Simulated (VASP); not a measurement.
A run of VASP 6.6.1 is set up as follows.

INCAR

```
ALGO     = Normal         # electronic algorithm
EDIFF    = 1E-7           # SCF threshold, eV
ENCUT    = 520            # plane-wave cutoff, eV
GGA      = PE             # functional
ISIF     = 2              # what is computed and relaxed
ISMEAR   = 0              # smearing method
ISPIN    = 2              # spin polarisation
LASPH    = True           # aspherical terms in the spheres
LCHARG   = False          # write CHGCAR
LMAXMIX  = 4              # l up to which the mixer works
LORBIT   = 11             # projections on sites
LREAL    = False          # projectors in reciprocal space
LWAVE    = False          # write WAVECAR
MAGMOM   = 1 1 0 0        # initial moments
NBANDS   = 38             # bands
NELM     = 150            # most SCF steps
PREC     = Accurate       # precision mode
SIGMA    = 0.1            # smearing width, eV
```

File KPOINTS:

```
k-points
0
Gamma
  6 6 6
```

The input POSCAR:

```
ZrNbGe2
1.0
   -2.4664688276      2.4664688276      2.9284234325
    2.4664688276     -2.4664688276      2.9284234325
    2.4664688276      2.4664688276     -2.9284234325
Zr Nb Ge
1 1 2
Direct
    0.5000000000      0.5000000000      0.0000000000
    0.0000000000      0.0000000000      0.0000000000
    0.7500000000      0.2500000000      0.5000000000
    0.2500000000      0.7500000000      0.5000000000
```

Potentials or basis: VASP PAW PBE potentials, release 64 (Zr_sv, Nb_sv, Ge_d).

Run with:

```bash
$ cat potpaw_PBE.64/Zr_sv/POTCAR potpaw_PBE.64/Nb_sv/POTCAR potpaw_PBE.64/Ge_d/POTCAR > POTCAR
$ mpirun -np 1 vasp_std > vasp.out
```

**Question.** Estimate the pressure.

**Answer.** 0.2 GPa.

**Question.** Predict the net moment.

**Answer.** 0.00 μB per cell.

Stress tensor (GPa, compression positive):
```
 0.35  0.00  0.00
 0.00  0.35  0.00
 0.00  0.00 -0.24
```
